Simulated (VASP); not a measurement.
# O in VASP: a series of runs

O is run at these levels: PBEsol; tasks: single point.

All numbers are computed with VASP 6.6.1; they aren't measurements. Logs are shortened: lines on timing, memory, paths and dates and some standing lists are left out, and cuts for length are marked.

## Step 1: The cell of the first run

The structure is trigonal, space group R-3m (No. 166). Conventional cell: a = 2.847 Å, b = 2.847 Å, c = 10.225 Å, α = 90.00°, β = 90.00°, γ = 120.00°. O (site symmetry 3m) has 1 O at 1.18 Å within 1.6 Å.

## Step 2: Single point, PBEsol

Input file INCAR:

```
SYSTEM = O
  PREC = Accurate
  ENCUT = 600
  EDIFF = 1E-6
  ISMEAR = -1
  SIGMA = 0.1
  LREAL = .FALSE.
  LASPH = .TRUE.
  NELM = 120
  ALGO = Normal
  ISIF = 2
  LWAVE = .FALSE.
  LCHARG = .FALSE.
  GGA = PS
  NBANDS = 13
  GGA_COMPAT = .FALSE.
```

Input file KPOINTS:

```
regular mesh
0
G
  5 5 5
  0 0 0
```

Input file POSCAR:

```
O
1.0
    1.4233500000      0.8217720000      3.4083000000
   -1.4233500000      0.8217720000      3.4083000000
    0.0000000000     -1.6435430000      3.4083000000
O
2
Direct
    0.0577000000      0.0577000000      0.0577000000
    0.9423000000      0.9423000000      0.9423000000
```

Potentials or basis: VASP PAW PBE potentials, release 64 (O).

Run with:

```sh
$ cat potpaw_PBE.64/O/POTCAR > POTCAR
$ mpirun -np 1 vasp_std > vasp.out
```

OUTCAR:

```text
SYSTEM = O
   PREC = Accurate
   ENCUT = 600
   EDIFF = 1E-6
   ISMEAR = -1
   LREAL = .FALSE.
   LASPH = .TRUE.
   NELM = 120
   ISIF = 2
   GGA = PS

 ion  position               nearest neighbor table
   1  0.058  0.058  0.058-   2 1.18
   2  0.942  0.942  0.942-   1 1.18

  LATTYP: Found a trigonal (rhomboedric) cell.
 ALAT       =     3.7838794025
 COS(alpha) =     0.7170048616

  Lattice vectors:

 A1 = (   1.4233500000,   0.8217720000,   3.4083000000)
 A2 = (  -1.4233500000,   0.8217720000,   3.4083000000)
 A3 = (   0.0000000000,  -1.6435430000,   3.4083000000)

Analysis of symmetry for initial positions (statically):
=====================================================================
 Subroutine PRICEL returns:
 Original cell was already a primitive cell.

 Routine SETGRP: Setting up the symmetry group for a
 trigonal (rhombohedral) supercell.

 Subroutine GETGRP returns: Found 12 space group operations
 (whereof 12 operations were pure point group operations)
 out of a pool of 12 trial point group operations.

The static configuration has the point symmetry D_3d.

Analysis of symmetry for dynamics (positions and initial velocities):
=====================================================================
 Subroutine PRICEL returns:
 Original cell was already a primitive cell.

 Routine SETGRP: Setting up the symmetry group for a
 trigonal (rhombohedral) supercell.

 Subroutine GETGRP returns: Found 12 space group operations
 (whereof 12 operations were pure point group operations)
 out of a pool of 12 trial point group operations.

The dynamic configuration has the point symmetry D_3d.

 Subroutine INISYM returns: Found 12 space group operations
 (whereof 12 operations are pure point group operations),
 and found     1 'primitive' translations

----------------------------------------------------------------------------------------

                                     Primitive cell

  volume of cell :      23.9195

  direct lattice vectors                    reciprocal lattice vectors
     1.423350000  0.821772000  3.408300000     0.351283943  0.202813839  0.097800448
    -1.423350000  0.821772000  3.408300000    -0.351283943  0.202813839  0.097800448
     0.000000000 -1.643543000  3.408300000     0.000000000 -0.405627678  0.097800507

  length of vectors
     3.783879402  3.783879402  3.783879290     0.417251470  0.417251470  0.417251426

  position of ions in fractional coordinates (direct lattice)
     0.057700000  0.057700000  0.057700000
     0.942300000  0.942300000  0.942300000

  ion indices of the primitive-cell ions
   primitive index   ion index
                 1           1
                 2           2

----------------------------------------------------------------------------------------

 KPOINTS: regular mesh

Automatic generation of k-mesh.
 Grid dimensions read from file:
 generate k-points for:    5    5    5

 Generating k-lattice:

  Cartesian coordinates                     Fractional coordinates (reciprocal lattice)
     0.070256789  0.040562768  0.019560090     0.200000000  0.000000000  0.000000000
    -0.070256789  0.040562768  0.019560090     0.000000000  0.200000000  0.000000000
     0.000000000 -0.081125536  0.019560101     0.000000000  0.000000000  0.200000000

  Length of vectors
     0.083450294  0.083450294  0.083450285

  Shift w.r.t. Gamma in fractional coordinates (k-lattice)
     0.000000000  0.000000000  0.000000000

 Subroutine IBZKPT returns following result:
 ===========================================

 Found     19 irreducible k-points:

 Following reciprocal coordinates:
            Coordinates               Weight
  0.000000  0.000000  0.000000      1.000000
  0.200000  0.000000 -0.000000      6.000000
  0.400000  0.000000  0.000000      6.000000
  0.200000  0.200000 -0.000000      6.000000
  0.400000  0.200000  0.000000     12.000000
 -0.400000  0.200000 -0.000000     12.000000
[... 11 lines left out ...]
  0.400000  0.400000  0.400000      2.000000
 -0.400000  0.400000  0.400000      6.000000
   k-points           NKPTS =     19   k-points in BZ     NKDIM =     19   number of bands    NBANDS=     13
   number of dos      NEDOS =    301   number of ions     NIONS =      2
   total plane-waves  NPLWV =  27000
   dimension x,y,z NGX =    30 NGY =   30 NGZ =   30
   dimension x,y,z NGXF=    60 NGYF=   60 NGZF=   60
   ions per type =               2
   NGX,Y,Z   is equivalent  to a cutoff of  13.18, 13.18, 13.18 a.u.
   NGXF,Y,Z  is equivalent  to a cutoff of  26.36, 26.36, 26.36 a.u.
 SYSTEM =  O
   PREC   = accura    normal or accurate (medium, high low for compatibility)
   ISTART =      0    job   : 0-new  1-cont  2-samecut
   ICHARG =      2    charge: 1-file 2-atom 10-const
   ISPIN  =      1    spin polarized calculation?
   LNONCOLLINEAR =      F non collinear calculations
   LSORBIT =      F    spin-orbit coupling
   LASPH  =      T    aspherical Exc in radial PAW
   ENCUT  =  600.0 eV  44.10 Ry    6.64 a.u.   7.56  7.56  7.56*2*pi/ulx,y,z
   NELM   =    120;   NELMIN=  2; NELMDL= -5     # of ELM steps
   EDIFF  = 0.1E-05   stopping-criterion for ELM
   LREAL  =      F    real-space projection
   EDIFFG = 0.1E-04   stopping-criterion for IOM
   NSW    =      0    number of steps for IOM
   IBRION =     -1    ionic relax: 0-MD 1-quasi-New 2-CG
   NFREE  =      0    steps in history (QN), initial steepest desc. (CG)
   ISIF   =      2    stress and relaxation
   ISYM   =      2    0-nonsym 1-usesym 2-fastsym
   POTIM  = 0.5000    time-step for ionic-motion
   TEBEG  =    0.0;   TEEND  =   0.0 temperature during run
   PSTRESS=    0.0 pullay stress
   NELECT =      12.0000    total number of electrons
   NUPDOWN=      -1.0000    fix difference up-down
   EMIN   =  10.00;   EMAX   =-10.00  energy-range for DOS
   EFERMI =   0.00;   METHOD = LEGACY
   ISMEAR =    -1;   SIGMA  =   0.10  broadening in eV -4-tet -1-fermi 0-gaus
   EFERMI_NEDOS =   21; number of points for ismear=-14 and -15
   IALGO  =     38    algorithm
   IMIX   =      4    mixing-type and parameters
     AMIX     =   0.40;   BMIX     =  1.00
     AMIX_MAG =   1.60;   BMIX_MAG =  1.00
  volume/ion in A,a.u.               =      11.96        80.71
  Fermi-wavevector in a.u.,A,eV,Ry     =   1.300822  2.458197 23.022940  1.692138
  Thomas-Fermi vector in A             =   2.431996
   LORBIT       =      0    0 simple, 1 ext, 2 COOP (PROOUT), +10 PAW based schemes
   GGA     = PS    functional components
   LHFCALC =     F    Hartree Fock is set to
   AEXX    =    0.0000 exact exchange contribution
   IVDW    =     0    specifies the selected vdW correction
   LEPSILON=     F    determine dielectric tensor
   LRPA    =     F    only Hartree local field effects (RPA)
 non-spin polarized calculation
  energy-cutoff  :      600.00
  volume of cell :       23.92
 maximum number of plane-waves:       812
 NGX is ok and might be reduce to    30
   NGX = 15   NGY = 15   NGZ = 15

 number of electron      12.0000001 magnetization

 Free energy of the ion-electron system (eV)
  ---------------------------------------------------
  ext. energy  EPLUGINS =         0.00000000
  ---------------------------------------------------
  free energy    TOTEN  =        -9.86081015 eV

  energy without entropy =       -9.78640218  energy(sigma->0) =       -9.82360616

 E-fermi :   0.3986     XC(G=0):  -9.4313

 val. band max:        0.3435952510   @ k =   0.4000   0.4000   0.2000
 cond. band min:       0.4410184638   @ k =  -0.2000   0.4000   0.2000
 fundamental gap:      0.0974232128
 Fermi energy:         0.3985503253

 k-point     1 :       0.0000    0.0000    0.0000
  band No.  band energies     occupation
      1     -27.7680      2.00000
      2     -13.3520      2.00000
      3      -8.7840      2.00000
      4      -6.2113      2.00000
      5      -6.2113      2.00000
      6       0.9702      0.00656
      7       0.9702      0.00656
      8       8.4748      0.00000
      9      12.0548      0.00000
     10      15.1497      0.00000
     11      18.9082      0.00000
     12      21.5046      0.00000
     13      21.5047      0.00000

 k-point     2 :       0.2000    0.0000   -0.0000
  band No.  band energies     occupation
      1     -27.6469      2.00000
      2     -13.3057      2.00000
      3      -8.5934      2.00000
      4      -6.7906      2.00000
      5      -6.3487      2.00000
      6       0.4686      0.66321
      7       0.7943      0.03750
      8       9.5880      0.00000
      9      12.0212      0.00000
     10      15.3372      0.00000
     11      17.5214      0.00000
     12      20.2999      0.00000
     13      21.8978      0.00000

 k-point     3 :       0.4000    0.0000    0.0000
  band No.  band energies     occupation
      1     -27.4434      2.00000
      2     -13.2118      2.00000
      3      -8.4905      2.00000
      4      -7.4418      2.00000
      5      -6.5624      2.00000
      6      -0.2335      1.99641
      7       0.5193      0.46039
      8      10.8310      0.00000
      9      12.4129      0.00000
     10      14.2076      0.00000
     11      17.0523      0.00000
     12      19.0249      0.00000
     13      21.5635      0.00000
[... 225 lines left out ...]
 k-point    18 :       0.4000    0.4000    0.4000
  band No.  band energies     occupation
      1     -27.6945      2.00000
      2     -14.4928      2.00000
      3      -6.8683      2.00000
      4      -6.3007      2.00000
      5      -6.3007      2.00000
      6       1.1947      0.00070
      7       1.1947      0.00070
      8       8.1625      0.00000
      9       9.2404      0.00000
     10      13.9385      0.00000
     11      20.7051      0.00000
     12      20.7051      0.00000
     13      24.4184      0.00000

 k-point    19 :      -0.4000    0.4000    0.4000
  band No.  band energies     occupation
      1     -27.5830      2.00000
      2     -14.2863      2.00000
      3      -7.2065      2.00000
      4      -6.5749      2.00000
      5      -6.4581      2.00000
      6       0.4888      0.57714
      7       1.0728      0.00236
      8       8.9943      0.00000
      9      10.2474      0.00000
     10      14.2613      0.00000
     11      16.9072      0.00000
     12      21.9563      0.00000
     13      23.0148      0.00000

------------------------ aborting loop because EDIFF is reached ----------------------------------------

  FORCE on cell =-STRESS in cart. coord.  units (eV):
  Direction    XX          YY          ZZ          XY          YZ          ZX
  --------------------------------------------------------------------------------------
  -------------------------------------------------------------------------------------
  Total       -1.1533628     -1.1533633      5.1564835      0.0000000      0.0000005      0.0000000
  in kB      -77.2546427    -77.2546729    345.3920078      0.0000000      0.0000338      0.0000000
  external PRESSURE =      63.6275641 kB  Pullay stress =       0.0000000 kB

 VOLUME and BASIS-vectors are now :
 -----------------------------------------------------------------------------
  energy-cutoff  :      600.00
  volume of cell :       23.92
      direct lattice vectors                 reciprocal lattice vectors
     1.423350000  0.821772000  3.408300000     0.351283943  0.202813839  0.097800448
    -1.423350000  0.821772000  3.408300000    -0.351283943  0.202813839  0.097800448
     0.000000000 -1.643543000  3.408300000     0.000000000 -0.405627678  0.097800507

 POSITION                                       TOTAL-FORCE (eV/Angst)
 -----------------------------------------------------------------------------------
      0.00000      0.00000      0.58998         0.000000      0.000000      3.946186
      0.00000      0.00000      9.63492         0.000000     -0.000000     -3.946186
 -----------------------------------------------------------------------------------
    total drift:                               -0.000000     -0.000000      0.000000

  FREE ENERGIE OF THE ION-ELECTRON SYSTEM (eV)
  ---------------------------------------------------
  free  energy   TOTEN  =        -9.8608101495 eV

  energy  without entropy=       -9.7864021799  energy(sigma->0) =       -9.82360616
```

Run time: 4.7 s. Hardware: 1 thread of Intel Xeon 6975P-C (Granite Rapids), shared host; peak memory 0.15 GiB.

Results:

| Property | Result |
| --- | --- |
| Free energy | -9.8608 eV |
| Pressure | 6.4 GPa |
| Largest force | 3.946 eV/Å |
| Band gap on the k mesh | zero (band 6 reaches 1.19 eV, above the bottom of band 7 at 0.11 eV) |

Forces in eV/Å, atoms in the order of the input:
```
O    0.000  0.000  3.946
O    0.000  0.000 -3.946
```

Caveat: the k points lie up to 0.52 Å⁻¹ apart; the standard files for N, O and F lose accuracy on very short bonds; spin is off for a triplet molecule; the PAW data sets were made with another functional, which shifts forces and pressure a little.

## Step 3: Single point, PBEsol

Input file INCAR:

```
SYSTEM = O
PREC = Accurate
ENCUT = 600
EDIFF = 1E-6
ISMEAR = -1
SIGMA = 0.1
LREAL = .FALSE.
LASPH = .TRUE.
NELM = 120
ALGO = Normal
ISIF = 2
LWAVE = .FALSE.
LCHARG = .FALSE.
GGA = PS
NBANDS = 13
GGA_COMPAT = .FALSE.
```

Input file KPOINTS:

```
Automatic mesh
0
G
  5 5 5
  0 0 0
```

Changes to POSCAR since step 2:

```diff
@@ -9,2 +9,2 @@
     0.0577000000      0.0577000000      0.0577000000
-    0.9423000000      0.9423000000      0.9423000000
+    0.9423000000      0.9473000000      0.9423000000
```

Potentials or basis: VASP PAW PBE potentials, release 64 (O).

Run with:

```sh
$ cat potpaw_PBE.64/O/POTCAR > POTCAR
$ mpirun -np 1 vasp_std > vasp.out
```

OUTCAR:

```text
SYSTEM = O
   PREC = Accurate
   ENCUT = 600
   EDIFF = 1E-6
   ISMEAR = -1
   LREAL = .FALSE.
   LASPH = .TRUE.
   NELM = 120
   ISIF = 2
   GGA = PS

 ion  position               nearest neighbor table
   1  0.058  0.058  0.058-   2 1.16
   2  0.942  0.947  0.942-   1 1.16

  LATTYP: Found a trigonal (rhomboedric) cell.
 ALAT       =     3.7838794025
 COS(alpha) =     0.7170048616

  Lattice vectors:

 A1 = (   1.4233500000,   0.8217720000,   3.4083000000)
 A2 = (  -1.4233500000,   0.8217720000,   3.4083000000)
 A3 = (   0.0000000000,  -1.6435430000,   3.4083000000)

Analysis of symmetry for initial positions (statically):
=====================================================================
 Subroutine PRICEL returns:
 Original cell was already a primitive cell.

 Routine SETGRP: Setting up the symmetry group for a
 trigonal (rhombohedral) supercell.

 Subroutine GETGRP returns: Found  4 space group operations
 (whereof  2 operations were pure point group operations)
 out of a pool of 12 trial point group operations.

The static configuration has the point symmetry C_1h.
[... 167 lines left out ...]
 fundamental gap:      0.0849537112
 Fermi energy:         0.5328408038

 k-point     1 :       0.0000    0.0000    0.0000
  band No.  band energies     occupation
      1     -28.1869      2.00000
      2     -13.2345      2.00000
      3      -8.8274      2.00000
      4      -6.4282      2.00000
      5      -6.4264      2.00000
      6       1.1089      0.00628
      7       1.1135      0.00600
      8       8.4655      0.00000
      9      12.6736      0.00000
     10      14.9969      0.00000
     11      19.0494      0.00000
     12      21.4352      0.00000
     13      21.4679      0.00000
[... 354 lines left out ...]
  band No.  band energies     occupation
      1     -27.8615      2.00000
      2     -13.3771      2.00000
      3      -8.4950      2.00000
      4      -7.1639      2.00000
      5      -6.8269      2.00000
      6      -0.2323      1.99905
      7       0.7970      0.13301
      8      10.8337      0.00000
      9      12.9272      0.00000
     10      13.6075      0.00000
     11      15.8664      0.00000
     12      20.4967      0.00000
     13      22.6400      0.00000

 [... further k-points ...]
[... 5 lines left out ...]
  --------------------------------------------------------------------------------------
  -------------------------------------------------------------------------------------
  Total       -1.1692114     -1.1687108      7.2606309      0.0004340     -0.0097180      0.0168333
  in kB      -78.3162180    -78.2826805    486.3321805      0.0290712     -0.6509304      1.1275263
  external PRESSURE =     109.9110940 kB  Pullay stress =       0.0000000 kB

 VOLUME and BASIS-vectors are now :
 -----------------------------------------------------------------------------
  energy-cutoff  :      600.00
  volume of cell :       23.92
      direct lattice vectors                 reciprocal lattice vectors
     1.423350000  0.821772000  3.408300000     0.351283943  0.202813839  0.097800448
    -1.423350000  0.821772000  3.408300000    -0.351283943  0.202813839  0.097800448
     0.000000000 -1.643543000  3.408300000     0.000000000 -0.405627678  0.097800507

 POSITION                                       TOTAL-FORCE (eV/Angst)
 -----------------------------------------------------------------------------------
      0.00000      0.00000      0.58998         0.011076     -0.006394      5.825644
     -0.00712      0.00411      9.65196        -0.011076      0.006394     -5.825644
 -----------------------------------------------------------------------------------
    total drift:                                0.000003     -0.000002      0.000024

  FREE ENERGIE OF THE ION-ELECTRON SYSTEM (eV)
  ---------------------------------------------------
  free  energy   TOTEN  =        -9.7778992771 eV

  energy  without entropy=       -9.7034814059  energy(sigma->0) =       -9.74069034
```

OSZICAR:

```text
N       E                     dE             d eps       ncg     rms          rms(c)
DAV:   1     0.430473708825E+02    0.43047E+02   -0.67922E+03  1022   0.951E+02
DAV:   2    -0.842149953320E+01   -0.51469E+02   -0.49387E+02  1232   0.197E+02
DAV:   3    -0.101013330366E+02   -0.16798E+01   -0.16447E+01  1237   0.325E+01
DAV:   4    -0.101063869628E+02   -0.50539E-02   -0.50536E-02  1099   0.211E+00
DAV:   5    -0.101064051973E+02   -0.18234E-04   -0.18235E-04  1194   0.122E-01    0.452E+00
DAV:   6    -0.984098998825E+01    0.26542E+00   -0.21648E-01  1084   0.431E+00    0.239E+00
DAV:   7    -0.977591145668E+01    0.65079E-01   -0.20188E-01  1159   0.405E+00    0.464E-01
DAV:   8    -0.977787648493E+01   -0.19650E-02   -0.14576E-02  1029   0.100E+00    0.643E-02
DAV:   9    -0.977788973803E+01   -0.13253E-04   -0.16713E-04  1234   0.117E-01    0.230E-02
DAV:  10    -0.977789824810E+01   -0.85101E-05   -0.21022E-05  1024   0.422E-02    0.754E-03
DAV:  11    -0.977789965541E+01   -0.14073E-05   -0.36396E-06  1064   0.175E-02    0.475E-03
DAV:  12    -0.977789927713E+01    0.37828E-06   -0.68946E-07   562   0.782E-03
   1 F= -.97778993E+01 E0= -.97406903E+01  d E =-.744179E-01
```

stdout:

```text
POSCAR found type information on POSCAR O
 POSCAR found :  1 types and       2 ions
 scaLAPACK will be used
 -----------------------------------------------------------------------------
|                                                                             |
|                                                                             |
|     You enforced a specific xc type in the INCAR file but a different       |
|     I HOPE YOU KNOW WHAT YOU ARE DOING!                                     |
|                                                                             |
 -----------------------------------------------------------------------------

 LDA part: xc-table for (Slater+PW92), standard interpolation
 POSCAR, INCAR and KPOINTS ok, starting setup
 FFT: planning ... GRIDC
 FFT: planning ... GRID_SOFT
 FFT: planning ... GRID
 WAVECAR not read
 entering main loop
```

Wall time 8.8 s (1 thread of Intel Xeon 6975P-C (Granite Rapids), shared host); peak memory 0.15 GiB.

Results:

* Free energy: -9.7779 eV
* Pressure: 11.0 GPa
* Largest force: 5.826 eV/Å
* Band gap on the k mesh: zero (band 6 reaches 1.33 eV, above the bottom of band 7 at 0.25 eV)

Forces on the atoms (eV/Å):
```
O    0.011 -0.006  5.826
O   -0.011  0.006 -5.826
```

Levels at points of the mesh, in eV from the Fermi level:
| k point | band 4 | band 5 | band 6 | band 7 | band 8 | band 9 |
| --- | --- | --- | --- | --- | --- | --- |
| (0.00, 0.00, 0.00) | -6.96 | -6.96 | 0.58 | 0.58 | 7.93 | 12.14 |

Caveat: the k points lie up to 0.52 Å⁻¹ apart; the standard files for N, O and F lose accuracy on very short bonds; spin is off for a triplet molecule; the PAW data sets were made with another functional, which shifts forces and pressure a little.

(Part 1 of 2 ends here.)
